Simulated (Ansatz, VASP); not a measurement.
**Two plane-wave programs on Te**

```
Te
1.0
     4.29663    0.00000    0.00000
    -2.14832    3.72099    0.00000
     0.00000    0.00000    5.90411
Te
3
Cartesian
  -0.9215 3.7210 1.9680
  3.6832 1.0625 3.9361
  1.5349 2.6585 5.9041
```

Alike in both runs: task single point; functional LDA; k mesh 9 × 9 × 6; occupations methfessel-paxton of order 1, width 0.03 eV; no spin polarisation.

```csv
,VASP,Ansatz
version,VASP 6.6.1,Ansatz 0.2.0
potentials or method,"VASP PAW LDA potentials, release 64 (Te), cutoff 520 eV","plane waves (420 eV) with PAW, scalar-relativistic"
valence electrons in the cell,18,48
```

|  | VASP | Ansatz | Ansatz less VASP |
| --- | --- | --- | --- |
| pressure (GPa) | 0.0 | -0.1 | -0.12 |
| traceless stress, the component that is largest in VASP (GPa) | 0.22 | 0.14 | -0.078 |

Ansatz warns that its potentials were made for another functional, while VASP's fit it. LDA's correlation is that of Perdew and Zunger in VASP and of Perdew and Wang (1992) in Ansatz. VASP's potentials hold 18 valence electrons a cell and Ansatz's 48, so a difference there can come from the potentials and not from the codes.

Spin-orbit coupling is off throughout.
